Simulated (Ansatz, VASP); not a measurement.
## I in VASP and in Ansatz

Contents of POSCAR:

```
I
1.0
    3.8700618714     -2.3126027455      0.0000000000
    3.8700618714      2.3126027455      0.0000000000
    0.0000000000      0.0000000000      9.8887364343
I
4
Direct
    0.8457316503      0.1542683497      0.1200270611
    0.6542683497      0.3457316503      0.6200270611
    0.1542683497      0.8457316503      0.8799729389
    0.3457316503      0.6542683497      0.3799729389
```

Contents of INCAR.step1:

```
SYSTEM = I
ALGO = Normal
EDIFF = 1E-4
ENCUT = 520
GGA = PE
ISMEAR = -1
LASPH = .TRUE.
LCHARG = .FALSE.
LREAL = .FALSE.
LWAVE = .TRUE.
NBANDS = 22
NELM = 100
PREC = Accurate
SIGMA = 0.05
```

INCAR.step2

```
SYSTEM = I
ALGO = Normal
EDIFF = 1E-6
ENCUT = 520
ISIF = 2
ISMEAR = -1
ISTART = 1
LASPH = .TRUE.
LCHARG = .FALSE.
LMIXTAU = .TRUE.
LREAL = .FALSE.
LWAVE = .FALSE.
METAGGA = R2SCAN
NBANDS = 22
NELM = 100
PREC = Accurate
SIGMA = 0.05
```

Contents of KPOINTS:

```
k-points
0
G
  9 9 4
  0 0 0
```

Input for Ansatz:

```yaml
crystal:
  lattice:
    - [3.8700618714, -2.3126027455, 0.0]
    - [3.8700618714, 2.3126027455, 0.0]
    - [0.0, 0.0, 9.8887364343]
  atoms:
    - { symbol: I, position: [0.8457316503, 0.1542683497, 0.1200270611] }
    - { symbol: I, position: [0.6542683497, 0.3457316503, 0.6200270611] }
    - { symbol: I, position: [0.1542683497, 0.8457316503, 0.8799729389] }
    - { symbol: I, position: [0.3457316503, 0.6542683497, 0.3799729389] }
hamiltonian:
  xc: r2scan
  pseudopotentials:
    kind: paw
    azcp:
      I: "pseudopotentials/I.paw.azcp"
basis:
  ecutwfc: 500
  fft_grid_basis: typed
kpoints:
  mp_grid: { grid: [9, 9, 4], shift: [0, 0, 0] }
magnetization:
  spin_polarized: false
scf:
  occupations: { method: fermi_dirac, width: 0.05 }
  lower_state_search: "off"
output:
  stress: true
  write_density: true
  write_potential: true
  elf: true
  volumetric_format: npy
```

Alike in both runs: task single point; functional r2SCAN; k mesh 9 × 9 × 4; occupations fermi-dirac, width 0.05 eV; no spin polarisation.

```csv
,VASP,Ansatz
version,VASP 6.6.1,Ansatz 0.2.0
potentials or method,"VASP PAW PBE potentials, release 64 (I), cutoff 520 eV","plane waves (500 eV) with PAW, scalar-relativistic"
valence electrons in the cell,28,68
```

Ansatz gave:

- pressure (GPa): 0.0
- traceless stress, the component that is largest in VASP (GPa): -0.03

**Question.** What did VASP give for the same quantities?

**Answer.** Pressure (GPa): -0.1; traceless stress, the component that is largest in VASP (GPa): -0.06.

VASP's potentials were made for PBE, not for r2SCAN. With one functional, cell and mesh, what is left measures potentials, basis and numerics. VASP's potentials hold 28 valence electrons a cell and Ansatz's 68, so a difference there can come from the potentials and not from the codes.

Spin-orbit coupling is off throughout.
